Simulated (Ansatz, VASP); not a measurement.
**Ga: VASP beside Ansatz**

File INCAR:

```
SYSTEM = Ga
PREC = Accurate
ENCUT = 520
EDIFF = 1E-8
ISMEAR = -1
SIGMA = 0.05
LREAL = .FALSE.
LASPH = .TRUE.
NELM = 80
ALGO = Normal
ISIF = 2
LWAVE = .FALSE.
LCHARG = .FALSE.
GGA = PS
LEFG = .TRUE.
NBANDS = 34
```

File KPOINTS:

```
Automatic mesh
0
G
  9 9 8
  0 0 0
```

The input POSCAR:

```
Ga
1.0
    2.1876895000     -3.7077280000      0.0000000000
    2.1876895000      3.7077280000      0.0000000000
    0.0000000000      0.0000000000      4.5167000000
Ga
4
Direct
    0.1525000000      0.8475000000      0.0785000000
    0.6525000000      0.3475000000      0.4215000000
    0.8475000000      0.1525000000      0.9215000000
    0.3475000000      0.6525000000      0.5785000000
```

Input for Ansatz:

```yaml
crystal:
  lattice:
    - [2.1876895, -3.707728, 0.0]
    - [2.1876895, 3.707728, 0.0]
    - [0.0, 0.0, 4.5167]
  atoms:
    - { symbol: Ga, position: [0.1525, 0.8475, 0.0785] }
    - { symbol: Ga, position: [0.6525, 0.3475, 0.4215] }
    - { symbol: Ga, position: [0.8475, 0.1525, 0.9215] }
    - { symbol: Ga, position: [0.3475, 0.6525, 0.5785] }
kpoints:
  mp_grid: { grid: [9, 9, 8] }
scf:
  occupations: { method: fermi_dirac, width: 0.05 }
hamiltonian:
  xc: pbesol
  pseudopotentials: { kind: all_electron, datasets: crystal }
output:
  forces: true
  stress: true
  eigenvalues: true
  efg: { contact_densities: true }
```

Change from the starting cell: equal xx and yy strain of -3 %, crystal datasets.

Alike in both runs: task electric field gradients; functional PBEsol; k mesh 9 × 9 × 8; occupations fermi-dirac, width 0.05 eV; no spin polarisation.

```csv
,VASP,Ansatz
version,VASP 6.6.1,Ansatz 0.2.0
potentials or method,"VASP PAW PBE potentials, release 64 (Ga_d), cutoff 520 eV","all-electron PAW with datasets made for the crystal, scalar-relativistic"
```

Ansatz gave:

| Quantity | Value |
| --- | --- |
| pressure (GPa) | 2.9 |
| traceless stress, the component that is largest in VASP (GPa) | 4.03 |
| rms of the force components (eV/Å) | 0.356 |
| size of Vzz on the site where it differs most (V/Å²) | 58.0 |

Problem. Which values does VASP return?

Solution. Pressure (GPa): 3.0; traceless stress, the component that is largest in VASP (GPa): 4.03; rms of the force components (eV/Å): 0.352; size of Vzz on the site where it differs most (V/Å²): 56.5.

VASP's potentials were made for PBE, not for PBEsol. Atom by atom the forces differ by 0.003 eV/Å (rms over components). Ansatz ran all-electron here, and VASP with PAW potentials.
